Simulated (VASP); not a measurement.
A run of VASP 6.6.1 is set up as follows.

File INCAR:

```
SYSTEM = Re2Pd
PREC     = Accurate       ! precision mode
ENCUT    = 630            ! plane-wave cutoff, eV
EDIFF    = 1E-6           ! SCF threshold, eV
ISMEAR   = 0              ! smearing method
SIGMA    = 0.1            ! smearing width, eV
LREAL    = .False.        ! projectors in reciprocal space
LASPH    = .True.         ! aspherical terms in the spheres
NELM     = 120            ! most SCF steps
ALGO     = Normal         ! electronic algorithm
ISIF     = 2              ! what is computed and relaxed
LWAVE    = .False.        ! write WAVECAR
LCHARG   = .False.        ! write CHGCAR
GGA      = PE             ! functional
NBANDS   = 31             ! bands
GGA_COMPAT= .False.
```

KPOINTS

```
Automatic mesh
0
Gamma
  14 14 14
  0 0 0
```

File POSCAR:

```
Re2Pd
1.0
    0.0000000000      2.9716152743      2.9716152743
    2.9716152743      0.0000000000      2.9716152743
    2.9716152743      2.9716152743      0.0000000000
Re Pd
2 1
Direct
    0.2500000000      0.2500000000      0.2500000000
    0.7500000000      0.7500000000      0.7500000000
    0.0000000000      0.0000000000      0.0000000000
```

Potentials or basis: VASP PAW PBE potentials, release 64 (Re_sv_GW, Pd_sv_GW).

The run is started by

```bash
$ cat potpaw_PBE.64/Re_sv_GW/POTCAR potpaw_PBE.64/Pd_sv_GW/POTCAR > POTCAR
$ mpirun -np 1 vasp_std > vasp.out
```

(1) Predict the band gap on the k mesh.

(2) Estimate the pressure.

Results:

(1) zero (bands 24 and 25 overlap by 2.11 eV).

(2) -0.4 GPa.

Caveat: spin-orbit coupling is left out, which moves the levels of the heavy elements.
